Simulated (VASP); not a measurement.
# Si (I4_1/amd) in VASP: notebook

Si is run at these levels: LDA; tasks: single point.

Program: VASP 6.6.1. These are calculated values, not measurements. Logs are shortened: lines on timing, memory, paths and dates and some standing lists are left out, and cuts for length are marked.

## 1. The cell of the first run

Symmetry: I4_1/amd, No. 141, tetragonal system. The conventional cell has a = 4.743 Å, b = 4.743 Å, c = 2.659 Å, α = 90.00°, β = 90.00°, γ = 90.00°. Within 3.3 Å of Si (site symmetry -4m2) lie 10 Si at 2.46 to 3.10 Å.

## 2. Single point, LDA

Input file INCAR:

```
SYSTEM = Si
PREC = Accurate
ENCUT = 520
EDIFF = 1E-6
ISMEAR = 0
SIGMA = 0.15
LREAL = .False.
LASPH = .True.
NELM = 80
ALGO = Normal
ISIF = 2
LWAVE = .False.
LCHARG = .True.
GGA = CA
LELF = .True.
LVHAR = .True.
NBANDS = 11
```

Input file KPOINTS:

```
Automatic mesh
0
Gamma
  20 20 20
  0 0 0
```

Input file POSCAR:

```
Si
1.0
   -2.3713723045      2.3713723045      1.3292653899
    2.3713723045     -2.3713723045      1.3292653899
    2.3713723045      2.3713723045     -1.3292653899
Si
2
Direct
    0.2500000000      0.7500000000      0.5000000000
    0.5000000000      0.5000000000      0.0000000000
```

Potentials or basis: VASP PAW LDA potentials, release 64 (Si).

The run is started by

```sh
cat potpaw_LDA.64/Si/POTCAR > POTCAR
mpirun -np 1 vasp_std > vasp.out
```

OUTCAR:

```text
SYSTEM = Si
   PREC = Accurate
   ENCUT = 520
   EDIFF = 1E-6
   ISMEAR = 0
   LREAL = .False.
   LASPH = .True.
   NELM = 80
   ISIF = 2
   GGA = CA

 ion  position               nearest neighbor table
   1  0.250  0.750  0.500-   2 2.46   2 2.46   2 2.46   2 2.46   2 3.10   2 3.10   2 3.10   2 3.10

   2  0.500  0.500  0.000-   1 2.46   1 2.46   1 2.46   1 2.46   1 3.10   1 3.10   1 3.10   1 3.10

  LATTYP: Found a body centered tetragonal cell.
 ALAT       =     4.7427446090
 C/A-ratio  =     0.5605468983

  Lattice vectors:

 A1 = (  -2.3713723045,   2.3713723045,   1.3292653899)
 A2 = (   2.3713723045,  -2.3713723045,   1.3292653899)
 A3 = (   2.3713723045,   2.3713723045,  -1.3292653899)

Analysis of symmetry for initial positions (statically):
=====================================================================
 Subroutine PRICEL returns:
 Original cell was already a primitive cell.

 Routine SETGRP: Setting up the symmetry group for a
 body centered tetragonal supercell.

 Subroutine GETGRP returns: Found 16 space group operations
 (whereof  8 operations were pure point group operations)
 out of a pool of 16 trial point group operations.

The static configuration has the point symmetry D_2d.
 The point group associated with its full space group is D_4h.

Analysis of symmetry for dynamics (positions and initial velocities):
=====================================================================
 Subroutine PRICEL returns:
 Original cell was already a primitive cell.

 Routine SETGRP: Setting up the symmetry group for a
 body centered tetragonal supercell.

 Subroutine GETGRP returns: Found 16 space group operations
 (whereof  8 operations were pure point group operations)
 out of a pool of 16 trial point group operations.

The dynamic configuration has the point symmetry D_2d.
 The point group associated with its full space group is D_4h.

 Subroutine INISYM returns: Found 16 space group operations
 (whereof  8 operations are pure point group operations),
 and found     1 'primitive' translations

----------------------------------------------------------------------------------------

                                     Primitive cell

  volume of cell :      29.9000

  direct lattice vectors                    reciprocal lattice vectors
    -2.371372304  2.371372304  1.329265390     0.000000000  0.210848376  0.376147610
     2.371372304 -2.371372304  1.329265390     0.210848376  0.000000000  0.376147610
     2.371372304  2.371372304 -1.329265390     0.210848376  0.210848376  0.000000000

  length of vectors
     3.607458896  3.607458896  3.607458896     0.431212317  0.431212317  0.298184633

  position of ions in fractional coordinates (direct lattice)
     0.250000000  0.750000000  0.500000000
     0.500000000  0.500000000  0.000000000

  ion indices of the primitive-cell ions
   primitive index   ion index
                 1           1
                 2           2

----------------------------------------------------------------------------------------

 KPOINTS: Automatic mesh

Automatic generation of k-mesh.
 Grid dimensions read from file:
 generate k-points for:   20   20   20

 Generating k-lattice:

  Cartesian coordinates                     Fractional coordinates (reciprocal lattice)
     0.000000000  0.010542419  0.018807381     0.050000000  0.000000000  0.000000000
     0.010542419  0.000000000  0.018807381     0.000000000  0.050000000  0.000000000
     0.010542419  0.010542419  0.000000000     0.000000000  0.000000000  0.050000000

  Length of vectors
     0.021560616  0.021560616  0.014909232

  Shift w.r.t. Gamma in fractional coordinates (k-lattice)
     0.000000000  0.000000000  0.000000000

 Subroutine IBZKPT returns following result:
 ===========================================

 Found    641 irreducible k-points:

 Following reciprocal coordinates:
            Coordinates               Weight
  0.000000  0.000000  0.000000      1.000000
  0.050000  0.000000  0.000000      8.000000
  0.100000  0.000000 -0.000000      8.000000
  0.150000  0.000000  0.000000      8.000000
  0.200000  0.000000 -0.000000      8.000000
  0.250000  0.000000 -0.000000      8.000000
[... 16 lines left out ...]
 -0.400000  0.050000  0.000000     16.000000
 -0.350000  0.050000  0.000000     16.000000
 [... further k-points ...]
   k-points           NKPTS =    641   k-points in BZ     NKDIM =    641   number of bands    NBANDS=     11
   number of dos      NEDOS =    301   number of ions     NIONS =      2
   total plane-waves  NPLWV =  21952
   dimension x,y,z NGX =    28 NGY =   28 NGZ =   28
   dimension x,y,z NGXF=    56 NGYF=   56 NGZF=   56
   ions per type =               2
   NGX,Y,Z   is equivalent  to a cutoff of  12.90, 12.90, 12.90 a.u.
   NGXF,Y,Z  is equivalent  to a cutoff of  25.81, 25.81, 25.81 a.u.
 SYSTEM =  Si
   PREC   = accura    normal or accurate (medium, high low for compatibility)
   ISTART =      0    job   : 0-new  1-cont  2-samecut
   ICHARG =      2    charge: 1-file 2-atom 10-const
   ISPIN  =      1    spin polarized calculation?
   LNONCOLLINEAR =      F non collinear calculations
   LSORBIT =      F    spin-orbit coupling
   LASPH  =      T    aspherical Exc in radial PAW
   ENCUT  =  520.0 eV  38.22 Ry    6.18 a.u.   6.71  6.71  6.71*2*pi/ulx,y,z
   NELM   =     80;   NELMIN=  2; NELMDL= -5     # of ELM steps
   EDIFF  = 0.1E-05   stopping-criterion for ELM
   LREAL  =      F    real-space projection
   EDIFFG = 0.1E-04   stopping-criterion for IOM
   NSW    =      0    number of steps for IOM
   IBRION =     -1    ionic relax: 0-MD 1-quasi-New 2-CG
   NFREE  =      0    steps in history (QN), initial steepest desc. (CG)
   ISIF   =      2    stress and relaxation
   ISYM   =      2    0-nonsym 1-usesym 2-fastsym
   POTIM  = 0.5000    time-step for ionic-motion
   TEBEG  =    0.0;   TEEND  =   0.0 temperature during run
   PSTRESS=    0.0 pullay stress
   NELECT =       8.0000    total number of electrons
   NUPDOWN=      -1.0000    fix difference up-down
   EMIN   =  10.00;   EMAX   =-10.00  energy-range for DOS
   EFERMI =   0.00;   METHOD = LEGACY
   ISMEAR =     0;   SIGMA  =   0.15  broadening in eV -4-tet -1-fermi 0-gaus
   EFERMI_NEDOS =   21; number of points for ismear=-14 and -15
   IALGO  =     38    algorithm
   IMIX   =      4    mixing-type and parameters
     AMIX     =   0.40;   BMIX     =  1.00
     AMIX_MAG =   1.60;   BMIX_MAG =  1.00
  volume/ion in A,a.u.               =      14.95       100.89
  Fermi-wavevector in a.u.,A,eV,Ry     =   1.054908  1.993486 15.140973  1.112830
  Thomas-Fermi vector in A             =   2.190086
   LORBIT       =      0    0 simple, 1 ext, 2 COOP (PROOUT), +10 PAW based schemes
   GGA     = CA    functional components
   LHFCALC =     F    Hartree Fock is set to
   AEXX    =    0.0000 exact exchange contribution
   IVDW    =     0    specifies the selected vdW correction
   LEPSILON=     F    determine dielectric tensor
   LRPA    =     F    only Hartree local field effects (RPA)
 non-spin polarized calculation
 Gauss-broadening in eV      SIGMA  =   0.15
  energy-cutoff  :      520.00
  volume of cell :       29.90
 maximum number of plane-waves:       820
   NGX = 13   NGY = 13   NGZ = 13

 number of electron       8.0000000 magnetization

 Free energy of the ion-electron system (eV)
  ---------------------------------------------------
  ext. energy  EPLUGINS =         0.00000000
  ---------------------------------------------------
  free energy    TOTEN  =       -11.50411190 eV

  energy without entropy =      -11.49585694  energy(sigma->0) =      -11.49998442

 E-fermi :   9.3677     XC(G=0): -11.0654

 val. band max:        9.3585181487   @ k =   0.5000   0.4000   0.0500
 cond. band min:       9.3735904525   @ k =   0.3500   0.3000   0.0000
 fundamental gap:      0.0150723038
 Fermi energy:         9.3676972427

 k-point     1 :       0.0000    0.0000    0.0000
  band No.  band energies     occupation
      1      -4.5011      2.00000
      2       6.9319      2.00000
      3       6.9319      2.00000
      4       7.5744      2.00000
      5      10.9452      0.00000
      6      16.8586      0.00000
      7      18.3544      0.00000
      8      18.3916      0.00000
      9      18.3916      0.00000
     10      19.6199      0.00000
     11      19.9799      0.00000

 k-point     2 :       0.0500    0.0000    0.0000
  band No.  band energies     occupation
      1      -4.4344      2.00000
      2       6.6363      2.00000
      3       6.8959      2.00000
      4       7.9831      2.00000
      5      11.1028      0.00000
      6      16.4032      0.00000
      7      17.3806      0.00000
      8      18.2672      0.00000
      9      18.2726      0.00000
     10      19.6204      0.00000
     11      20.4826      0.00000

 k-point     3 :       0.1000    0.0000   -0.0000
  band No.  band energies     occupation
      1      -4.2343      2.00000
      2       6.2578      2.00000
      3       6.8118      2.00000
      4       8.6945      2.00000
      5      11.5485      0.00000
      6      15.3409      0.00000
      7      15.8999      0.00000
      8      17.6467      0.00000
      9      17.7891      0.00000
     10      19.0074      0.00000
     11      20.8637      0.00000

 k-point     4 :       0.1500    0.0000    0.0000
  band No.  band energies     occupation
      1      -3.9014      2.00000
      2       5.9748      2.00000
      3       6.7284      2.00000
      4       9.4968      0.22346
      5      12.2184      0.00000
      6      13.8732      0.00000
      7      14.5055      0.00000
      8      16.8322      0.00000
      9      16.8549      0.00000
     10      18.2500      0.00000
     11      20.5565      0.00000

 k-point     5 :       0.2000    0.0000   -0.0000
  band No.  band energies     occupation
      1      -3.4367      2.00000
      2       5.8051      2.00000
      3       6.6877      2.00000
      4      10.1825      0.00000
      5      12.3867      0.00000
      6      13.0085      0.00000
      7      13.2687      0.00000
      8      15.7761      0.00000
      9      16.0760      0.00000
     10      17.5208      0.00000
     11      20.6944      0.00000
[... 211 lines left out ...]
 k-point    21 :       0.5000    0.0500    0.0000
  band No.  band energies     occupation
      1       1.0510      2.00000
      2       3.1585      2.00000
      3       6.4001      2.00000
      4       7.4396      2.00000
      5       8.5433      2.00000
      6      10.8982      0.00000
      7      13.5115      0.00000
      8      15.3401      0.00000
      9      18.2739      0.00000
     10      20.8609      0.00000
     11      20.9480      0.00000

 k-point    22 :      -0.4500    0.0500    0.0000
  band No.  band energies     occupation
      1      -0.0267      2.00000
      2       4.4377      2.00000
      3       6.0209      2.00000
      4       7.2395      2.00000
      5       9.1711      1.93616
      6      11.4965      0.00000
      7      13.6587      0.00000
      8      15.2634      0.00000
      9      17.3211      0.00000
     10      19.5370      0.00000
     11      22.1625      0.00000

 k-point    23 :      -0.4000    0.0500    0.0000
  band No.  band energies     occupation
      1      -1.0209      2.00000
      2       5.2311      2.00000
      3       6.3353      2.00000
      4       7.0305      2.00000
      5       9.9902      0.00000
      6      12.2774      0.00000
      7      13.9259      0.00000
      8      14.7497      0.00000
      9      16.7768      0.00000
     10      18.1108      0.00000
     11      22.0067      0.00000

 k-point    24 :      -0.3500    0.0500    0.0000
  band No.  band energies     occupation
      1      -1.8988      2.00000
      2       5.1662      2.00000
      3       6.7146      2.00000
      4       7.8712      2.00000
      5      10.9262      0.00000
      6      13.1183      0.00000
      7      13.7460      0.00000
      8      14.3886      0.00000
      9      16.6147      0.00000
     10      17.0785      0.00000
     11      21.3605      0.00000

 [... further k-points ...]
[... 5 lines left out ...]
  --------------------------------------------------------------------------------------
  -------------------------------------------------------------------------------------
  Total       -0.0324551     -0.0324551     -0.3658317      0.0000000      0.0000000      0.0000000
  in kB       -1.7390907     -1.7390907    -19.6029187      0.0000000      0.0000000      0.0000000
  external PRESSURE =      -7.6937000 kB  Pullay stress =       0.0000000 kB

 VOLUME and BASIS-vectors are now :
 -----------------------------------------------------------------------------
  energy-cutoff  :      520.00
  volume of cell :       29.90
      direct lattice vectors                 reciprocal lattice vectors
    -2.371372304  2.371372304  1.329265390     0.000000000  0.210848376  0.376147610
     2.371372304 -2.371372304  1.329265390     0.210848376  0.000000000  0.376147610
     2.371372304  2.371372304 -1.329265390     0.210848376  0.210848376  0.000000000

 POSITION                                       TOTAL-FORCE (eV/Angst)
 -----------------------------------------------------------------------------------
      2.37137     -0.00000      0.66463        -0.000000     -0.000000     -0.000000
      0.00000      0.00000      1.32927         0.000000      0.000000      0.000000
 -----------------------------------------------------------------------------------
    total drift:                                0.000000      0.000000      0.000000

  FREE ENERGIE OF THE ION-ELECTRON SYSTEM (eV)
  ---------------------------------------------------
  free  energy   TOTEN  =       -11.5041118982 eV

  energy  without entropy=      -11.4958569422  energy(sigma->0) =      -11.49998442
```

Run time: 1.9 min. Hardware: 1 thread of Intel Xeon Platinum 8375C at 2.90GHz (Ice Lake), shared host; peak memory 0.27 GiB.

Results:

* Free energy: -11.5041 eV
* Pressure: -0.8 GPa
* Band gap on the k mesh: zero (band 4 reaches 11.86 eV, above the bottom of band 5 at 5.14 eV)

(Continued in part 2 of 2.)
